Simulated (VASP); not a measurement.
A run of VASP 6.6.1 is set up as follows.

File INCAR:

```
PREC = Accurate
ENCUT = 520
EDIFF = 1E-7
ISMEAR = -1
SIGMA = 0.02
LREAL = F
LASPH = T
NELM = 80
ALGO = Normal
ISIF = 2
LWAVE = F
LCHARG = F
GGA = PE
NBANDS = 23
```

File KPOINTS:

```
Automatic mesh
0
Gamma
  4 4 4
```

File POSCAR:

```
NaMgI3
1.0
    5.7883286242      0.0000000000      0.0000000000
    0.0000000000      5.7883286242      0.0000000000
    0.0000000000      0.0000000000      5.7883286242
Na Mg I
1 1 3
Direct
    0.0000000000      0.0000000000      0.0000000000
    0.5000000000      0.5000000000      0.5000000000
    0.5000000000      0.5000000000      0.0000000000
    0.5000000000      0.0000000000      0.5000000000
    0.0000000000      0.5000000000      0.5000000000
```

Potentials or basis: VASP PAW PBE potentials, release 64 (Na_pv, Mg, I).

The run is started by

```sh
$ cat potpaw_PBE.64/Na_pv/POTCAR potpaw_PBE.64/Mg/POTCAR potpaw_PBE.64/I/POTCAR > POTCAR
$ mpirun -np 1 vasp_std > vasp.out
```

Question: Estimate the band gap on the k mesh.

Answer: 1.19 eV (least direct gap 1.73 eV).

Question: What does it give for the pressure?

Answer: 0.2 GPa.

Caveat: spin-orbit coupling is left out, which moves the levels of the heavy elements. A k mesh can miss the band edges.
